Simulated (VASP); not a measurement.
# Mo (R-3m) in VASP: further runs, part 2 of 2

VASP 6.6.1. The steps go on from the part before.

## (4) Single point, PBE

This run uses another cell than the first one, of the same volume but with other edges.

INCAR reads:

```
SYSTEM = Mo
  ALGO = Fast
  EDIFF = 1E-6
  ENCUT = 520
  GGA = PE
  ISIF = 2
  ISMEAR = 0
  LASPH = .TRUE.
  LCHARG = .FALSE.
  LREAL = .FALSE.
  LWAVE = .FALSE.
  NBANDS = 13
  NELM = 60
  PREC = Accurate
  SIGMA = 0.15
```

KPOINTS reads:

```
k-points
0
G
  22 22 22
  0 0 0
```

POSCAR reads:

```
Mo
1.0
   -0.9446275874      1.6471803166      1.6471803166
    1.6471803166     -0.9446275874      1.6471803166
    1.6471803166      1.6471803166     -0.9446275874
Mo
1
Direct
    0.0000000000      0.0000000000      0.0000000000
```

Potentials or basis: VASP PAW PBE potentials, release 64 (Mo_sv).

Launch:

```sh
> cat potpaw_PBE.64/Mo_sv/POTCAR > POTCAR
> mpirun -np 1 vasp_std > vasp.out
```

OUTCAR:

```text
SYSTEM = Mo
   EDIFF = 1E-6
   ENCUT = 520
   GGA = PE
   ISIF = 2
   ISMEAR = 0
   LASPH = .TRUE.
   LREAL = .FALSE.
   NELM = 60
   PREC = Accurate

 ion  position               nearest neighbor table
   1  0.000  0.000  0.000-

  LATTYP: Found a trigonal (rhomboedric) cell.
 ALAT       =     2.5137078728
 COS(alpha) =    -0.0631046292

  Lattice vectors:

 A1 = (  -0.9446275874,   1.6471803166,   1.6471803166)
 A2 = (   1.6471803166,  -0.9446275874,   1.6471803166)
 A3 = (   1.6471803166,   1.6471803166,  -0.9446275874)

Analysis of symmetry for initial positions (statically):
=====================================================================
 Subroutine PRICEL returns:
 Original cell was already a primitive cell.

 Routine SETGRP: Setting up the symmetry group for a
 trigonal (rhombohedral) supercell.

 Subroutine GETGRP returns: Found 12 space group operations
 (whereof 12 operations were pure point group operations)
 out of a pool of 12 trial point group operations.

The static configuration has the point symmetry D_3d.

Analysis of symmetry for dynamics (positions and initial velocities):
=====================================================================
 Subroutine PRICEL returns:
 Original cell was already a primitive cell.

 Routine SETGRP: Setting up the symmetry group for a
 trigonal (rhombohedral) supercell.

 Subroutine GETGRP returns: Found 12 space group operations
 (whereof 12 operations were pure point group operations)
 out of a pool of 12 trial point group operations.

The dynamic configuration has the point symmetry D_3d.

 Subroutine INISYM returns: Found 12 space group operations
 (whereof 12 operations are pure point group operations),
 and found     1 'primitive' translations

----------------------------------------------------------------------------------------

                                     Primitive cell

  volume of cell :      15.7843

  direct lattice vectors                    reciprocal lattice vectors
    -0.944627587  1.647180317  1.647180317    -0.115360622  0.270470441  0.270470441
     1.647180317 -0.944627587  1.647180317     0.270470441 -0.115360622  0.270470441
     1.647180317  1.647180317 -0.944627587     0.270470441  0.270470441 -0.115360622

  length of vectors
     2.513707873  2.513707873  2.513707873     0.399520453  0.399520453  0.399520453

  position of ions in fractional coordinates (direct lattice)
     0.000000000  0.000000000  0.000000000

  ion indices of the primitive-cell ions
   primitive index   ion index
                 1           1

----------------------------------------------------------------------------------------

 KPOINTS: k-points

Automatic generation of k-mesh.
 Grid dimensions read from file:
 generate k-points for:   22   22   22

 Generating k-lattice:

  Cartesian coordinates                     Fractional coordinates (reciprocal lattice)
    -0.005243665  0.012294111  0.012294111     0.045454545 -0.000000000 -0.000000000
     0.012294111 -0.005243665  0.012294111    -0.000000000  0.045454545 -0.000000000
     0.012294111  0.012294111 -0.005243665    -0.000000000 -0.000000000  0.045454545

  Length of vectors
     0.018160021  0.018160021  0.018160021

  Shift w.r.t. Gamma in fractional coordinates (k-lattice)
     0.000000000  0.000000000  0.000000000

 Subroutine IBZKPT returns following result:
 ===========================================

 Found   1024 irreducible k-points:

 Following reciprocal coordinates:
            Coordinates               Weight
  0.000000  0.000000  0.000000      1.000000
  0.045455  0.000000  0.000000      6.000000
  0.090909  0.000000  0.000000      6.000000
  0.136364  0.000000  0.000000      6.000000
  0.181818  0.000000  0.000000      6.000000
  0.227273  0.000000  0.000000      6.000000
[... 16 lines left out ...]
  0.500000  0.045455  0.000000     12.000000
 -0.454545  0.045455 -0.000000     12.000000
 [... further k-points ...]
   k-points           NKPTS =   1024   k-points in BZ     NKDIM =   1024   number of bands    NBANDS=     13
   number of dos      NEDOS =    301   number of ions     NIONS =      1
   total plane-waves  NPLWV =   8000
   dimension x,y,z NGX =    20 NGY =   20 NGZ =   20
   dimension x,y,z NGXF=    40 NGYF=   40 NGZF=   40
   ions per type =               1
   NGX,Y,Z   is equivalent  to a cutoff of  13.23, 13.23, 13.23 a.u.
   NGXF,Y,Z  is equivalent  to a cutoff of  26.45, 26.45, 26.45 a.u.
 SYSTEM =  Mo
   PREC   = accura    normal or accurate (medium, high low for compatibility)
   ISTART =      0    job   : 0-new  1-cont  2-samecut
   ICHARG =      2    charge: 1-file 2-atom 10-const
   ISPIN  =      1    spin polarized calculation?
   LNONCOLLINEAR =      F non collinear calculations
   LSORBIT =      F    spin-orbit coupling
   LASPH  =      T    aspherical Exc in radial PAW
   ENCUT  =  520.0 eV  38.22 Ry    6.18 a.u.   4.67  4.67  4.67*2*pi/ulx,y,z
   NELM   =     60;   NELMIN=  2; NELMDL= -5     # of ELM steps
   EDIFF  = 0.1E-05   stopping-criterion for ELM
   LREAL  =      F    real-space projection
   EDIFFG = 0.1E-04   stopping-criterion for IOM
   NSW    =      0    number of steps for IOM
   IBRION =     -1    ionic relax: 0-MD 1-quasi-New 2-CG
   NFREE  =      0    steps in history (QN), initial steepest desc. (CG)
   ISIF   =      2    stress and relaxation
   ISYM   =      2    0-nonsym 1-usesym 2-fastsym
   POTIM  = 0.5000    time-step for ionic-motion
   TEBEG  =    0.0;   TEEND  =   0.0 temperature during run
   PSTRESS=    0.0 pullay stress
   NELECT =      14.0000    total number of electrons
   NUPDOWN=      -1.0000    fix difference up-down
   EMIN   =  10.00;   EMAX   =-10.00  energy-range for DOS
   EFERMI =   0.00;   METHOD = LEGACY
   ISMEAR =     0;   SIGMA  =   0.15  broadening in eV -4-tet -1-fermi 0-gaus
   EFERMI_NEDOS =   21; number of points for ismear=-14 and -15
   IALGO  =     68    algorithm
   IMIX   =      4    mixing-type and parameters
     AMIX     =   0.40;   BMIX     =  1.00
     AMIX_MAG =   1.60;   BMIX_MAG =  1.00
  volume/ion in A,a.u.               =      15.78       106.52
  Fermi-wavevector in a.u.,A,eV,Ry     =   1.572930  2.972407 33.662304  2.474110
  Thomas-Fermi vector in A             =   2.674291
   LORBIT       =      0    0 simple, 1 ext, 2 COOP (PROOUT), +10 PAW based schemes
   GGA     = PE    functional components
   LHFCALC =     F    Hartree Fock is set to
   AEXX    =    0.0000 exact exchange contribution
   IVDW    =     0    specifies the selected vdW correction
   LEPSILON=     F    determine dielectric tensor
   LRPA    =     F    only Hartree local field effects (RPA)
 non-spin polarized calculation
 RMM-DIIS sequential band-by-band and
 Gauss-broadening in eV      SIGMA  =   0.15
  energy-cutoff  :      520.00
  volume of cell :       15.78
 maximum number of plane-waves:       443
   NGX =  9   NGY =  9   NGZ =  9

 number of electron      14.0000005 magnetization

 Free energy of the ion-electron system (eV)
  ---------------------------------------------------
  ext. energy  EPLUGINS =         0.00000000
  ---------------------------------------------------
  free energy    TOTEN  =        -9.73120190 eV

  energy without entropy =       -9.71995956  energy(sigma->0) =       -9.72558073

 E-fermi :  12.3914     XC(G=0): -13.1928

 val. band max:       12.3889819200   @ k =   0.4545   0.2727   0.1818
 cond. band min:      12.3915327491   @ k =  -0.3636  -0.3636   0.1364
 fundamental gap:      0.0025508291
 Fermi energy:        12.3914032799

 k-point     1 :       0.0000    0.0000    0.0000
  band No.  band energies     occupation
      1     -48.8684      2.00000
      2     -21.9692      2.00000
      3     -21.8235      2.00000
      4     -21.8235      2.00000
      5       5.4878      2.00000
      6       7.6412      2.00000
      7       7.6412      2.00000
      8      16.4230      0.00000
      9      16.6987      0.00000
     10      16.6987      0.00000
     11      28.0106      0.00000
     12      28.0106      0.00000
     13      30.1816      0.00000
[... 353 lines left out ...]
 k-point    24 :      -0.4545    0.0455   -0.0000
  band No.  band energies     occupation
      1     -48.5803      2.00000
      2     -23.8054      2.00000
      3     -21.7655      2.00000
      4     -21.6626      2.00000
      5       8.5212      2.00000
      6       8.6631      2.00000
      7      11.7538      2.00000
      8      13.2146      0.00000
      9      13.8074      0.00000
     10      16.8952      0.00000
     11      22.6958      0.00000
     12      27.1219      0.00000
     13      32.5354      0.00000

 [... further k-points ...]
[... 5 lines left out ...]
  --------------------------------------------------------------------------------------
  -------------------------------------------------------------------------------------
  Total        2.4519480      2.4519480      2.4519480     -0.7442327     -0.7442327     -0.7442327
  in kB      248.8844136    248.8844136    248.8844136    -75.5431624    -75.5431624    -75.5431624
  external PRESSURE =     248.8844136 kB  Pullay stress =       0.0000000 kB

 VOLUME and BASIS-vectors are now :
 -----------------------------------------------------------------------------
  energy-cutoff  :      520.00
  volume of cell :       15.78
      direct lattice vectors                 reciprocal lattice vectors
    -0.944627587  1.647180317  1.647180317    -0.115360622  0.270470441  0.270470441
     1.647180317 -0.944627587  1.647180317     0.270470441 -0.115360622  0.270470441
     1.647180317  1.647180317 -0.944627587     0.270470441  0.270470441 -0.115360622

 POSITION                                       TOTAL-FORCE (eV/Angst)
 -----------------------------------------------------------------------------------
      0.00000      0.00000      0.00000        -0.000000      0.000000      0.000000
 -----------------------------------------------------------------------------------
    total drift:                               -0.000000     -0.000000     -0.000000

  FREE ENERGIE OF THE ION-ELECTRON SYSTEM (eV)
  ---------------------------------------------------
  free  energy   TOTEN  =        -9.7312019016 eV

  energy  without entropy=       -9.7199595617  energy(sigma->0) =       -9.72558073
```

OSZICAR:

```text
N       E                     dE             d eps       ncg     rms          rms(c)
DAV:   1     0.960977361723E+02    0.96098E+02   -0.80698E+03 26900   0.110E+03
DAV:   2    -0.891224072285E+01   -0.10501E+03   -0.10060E+03 30359   0.312E+02
DAV:   3    -0.100910369177E+02   -0.11788E+01   -0.11754E+01 30684   0.333E+01
DAV:   4    -0.100939563768E+02   -0.29195E-02   -0.29193E-02 29889   0.200E+00
DAV:   5    -0.100939764669E+02   -0.20090E-04   -0.20090E-04 30999   0.148E-01    0.155E+01
RMM:   6    -0.977397305040E+01    0.32000E+00   -0.37537E-01 26675   0.582E+00    0.588E+00
RMM:   7    -0.973283735264E+01    0.41136E-01   -0.11826E-01 27113   0.331E+00    0.738E-01
RMM:   8    -0.973132757191E+01    0.15098E-02   -0.83182E-03 28963   0.984E-01    0.114E-01
RMM:   9    -0.973120767734E+01    0.11989E-03   -0.71317E-04 30692   0.316E-01    0.361E-02
RMM:  10    -0.973120233898E+01    0.53384E-05   -0.13677E-04 30800   0.139E-01    0.184E-02
RMM:  11    -0.973120200758E+01    0.33139E-06   -0.15868E-05 30374   0.452E-02    0.248E-03
RMM:  12    -0.973120190163E+01    0.10595E-06   -0.48049E-06 21759   0.219E-02
   1 F= -.97312019E+01 E0= -.97255807E+01  d E =-.112423E-01
```

It took 2.6 min on 1 thread of AMD EPYC 7R43 (Zen 3), shared host; peak memory 0.25 GiB.

Results:

```yaml
Free_energy: -9.7312 eV
Pressure: 24.9 GPa
Band_gap_on_the_k_mesh: zero (band 7 reaches 13.92 eV, above the bottom of band 8 at 11.04 eV)
```

Stress tensor (GPa, compression positive):
```
24.89 -7.55 -7.55
-7.55 24.89 -7.55
-7.55 -7.55 24.89
```

Levels at points of the mesh, in eV from the Fermi level:
| k point | band 3 | band 4 | band 5 | band 6 | band 7 | band 8 | band 9 | band 10 | band 11 | band 12 |
| --- | --- | --- | --- | --- | --- | --- | --- | --- | --- | --- |
| (0.00, 0.00, 0.00) | -34.21 | -34.21 | -6.90 | -4.75 | -4.75 | 4.03 | 4.31 | 4.31 | 15.62 | 15.62 |
| (0.50, 0.00, 0.00) | -34.13 | -34.04 | -3.85 | -3.82 | 0.14 | 0.66 | 0.83 | 4.60 | 10.41 | 14.46 |
| (0.50, 0.50, 0.00) | -35.85 | -33.91 | -6.20 | -2.65 | 1.22 | 1.64 | 5.60 | 6.88 | 7.14 | 15.08 |
| (0.50, 0.50, 0.50) | -35.75 | -35.51 | -4.74 | -4.74 | -3.66 | 7.11 | 7.11 | 7.38 | 13.43 | 13.43 |

## (5) Single point, PBE

This run uses another cell than the first one, of the same volume but with other edges.

INCAR reads:

```
SYSTEM = Mo
PREC = Accurate
ENCUT = 520
EDIFF = 1E-7
ISMEAR = 0
SIGMA = 0.15
LREAL = .FALSE.
LASPH = .TRUE.
NELM = 100
ALGO = Fast
ISIF = 2
LWAVE = .FALSE.
LCHARG = .FALSE.
GGA = PE
NBANDS = 13
```

KPOINTS reads:

```
regular mesh
0
G
  22 22 22
  0 0 0
```

POSCAR reads:

```
Mo
1.0
   -1.7894709608      1.5869955208      1.5869955208
    1.5869955208     -1.7894709608      1.5869955208
    1.5869955208      1.5869955208     -1.7894709608
Mo
1
Direct
    0.0000000000      0.0000000000      0.0000000000
```

Launch:

```sh
> cat potpaw_PBE.64/Mo_sv/POTCAR > POTCAR
> mpirun -np 1 vasp_std > vasp.out
```

It took 4.4 min on 1 thread of AMD EPYC 7R43 (Zen 3), shared host; peak memory 0.26 GiB.

Results (log left out):

| Property | Result |
| --- | --- |
| Free energy | -10.5933 eV |
| Pressure | 9.2 GPa |
| Band gap on the k mesh | zero (band 7 reaches 15.29 eV, above the bottom of band 8 at 11.31 eV) |

Stress tensor (GPa, compression positive):
```
 9.19 20.16 20.16
20.16  9.19 20.16
20.16 20.16  9.19
```

Levels at points of the mesh, in eV from the Fermi level:
| k point | band 4 | band 5 | band 6 | band 7 | band 8 | band 9 | band 10 | band 11 |
| --- | --- | --- | --- | --- | --- | --- | --- | --- |
| (0.00, 0.00, 0.00) | -33.93 | -7.15 | -3.51 | -1.15 | -1.15 | 2.72 | 2.72 | 12.66 |
| (0.50, 0.00, 0.00) | -34.64 | -5.39 | -3.21 | 1.13 | 1.23 | 2.82 | 4.84 | 11.23 |
| (0.50, 0.50, 0.00) | -33.99 | -5.26 | -4.18 | 0.59 | 2.98 | 3.02 | 4.24 | 9.68 |
| (0.50, 0.50, 0.50) | -35.20 | -5.50 | -5.50 | 2.83 | 2.83 | 5.86 | 8.48 | 8.48 |

## (6) Single point, PBE

This run uses another cell than the first one, of 16.63 Å³/atom, 1.053 times its volume.

INCAR reads:

```
SYSTEM = Mo
  PREC = Accurate
  ENCUT = 520
  EDIFF = 1E-6
  ISMEAR = 0
  SIGMA = 0.15
  LREAL = .False.
  LASPH = .True.
  NELM = 60
  ALGO = Fast
  ISIF = 2
  LWAVE = .False.
  LCHARG = .False.
  GGA = PE
  NBANDS = 13
```

KPOINTS reads:

```
regular mesh
0
Gamma
  22 22 22
  0 0 0
```

POSCAR reads:

```
Mo
1.0
   -2.0355196918      1.6348388810      1.6348388810
    1.6348388810     -2.0355196918      1.6348388810
    1.6348388810      1.6348388810     -2.0355196918
Mo
1
Direct
    0.0000000000      0.0000000000      0.0000000000
```

Potentials or basis: VASP PAW PBE potentials, release 64 (Mo_sv).

Launch:

```sh
> cat potpaw_PBE.64/Mo_sv/POTCAR > POTCAR
> mpirun -np 1 vasp_std > vasp.out
```

It took 3.6 min on 1 thread of AMD EPYC 7R43 (Zen 3), shared host; peak memory 0.27 GiB.

It converged, with:

```
Free energy            : -9.3552 eV
Pressure               : 27.7 GPa
Band gap on the k mesh : zero (band 7 reaches 13.74 eV, above the bottom of band 8 at 9.85 eV)
```

Stress tensor (GPa, compression positive):
```
27.68 47.39 47.39
47.39 27.68 47.39
47.39 47.39 27.68
```

Levels at points of the mesh, in eV from the Fermi level:
| k point | band 4 | band 5 | band 6 | band 7 | band 8 | band 9 | band 10 | band 11 |
| --- | --- | --- | --- | --- | --- | --- | --- | --- |
| (0.00, 0.00, 0.00) | -32.70 | -7.06 | -5.15 | -1.89 | -1.89 | 4.98 | 4.98 | 10.72 |
| (0.50, 0.00, 0.00) | -34.62 | -5.72 | -4.10 | 0.54 | 1.24 | 3.97 | 4.28 | 11.02 |
| (0.50, 0.50, 0.00) | -32.72 | -5.38 | -5.08 | -0.36 | 1.81 | 5.10 | 5.54 | 6.73 |
| (0.50, 0.50, 0.50) | -34.87 | -5.87 | -5.87 | 2.01 | 2.01 | 6.75 | 8.44 | 8.44 |

## (7) The runs side by side

```tsv
cell	further INCAR settings	gap on the mesh (eV)	pressure (GPa)
a = 2.630 Å, angles 105.4°, 1 atom	ALGO = Fast; EDIFF = 1e-07; NBANDS = 13	none	6.1
a = 3.206 Å, angles 116.4°, 1 atom	ALGO = Fast; EDIFF = 1e-06; NBANDS = 13	none	136.5
a = 2.514 Å, angles 93.6°, 1 atom	ALGO = Fast; EDIFF = 1e-06; NBANDS = 13	none	24.9
a = 2.870 Å, angles 112.6°, 1 atom	ALGO = Fast; EDIFF = 1e-07; NBANDS = 13	none	9.2
a = 3.080 Å, angles 114.8°, 1 atom	ALGO = Fast; EDIFF = 1e-06; NBANDS = 13	none	27.7
```

Alike in all rows: task single point; level PBE; potentials or basis VASP PAW PBE potentials, release 64 (Mo_sv); no spin polarisation; k mesh 22 × 22 × 22; cutoff (eV) 520; smearing gaussian 0.15 eV.

Absolute energies hang on the potentials; compare differences alone.
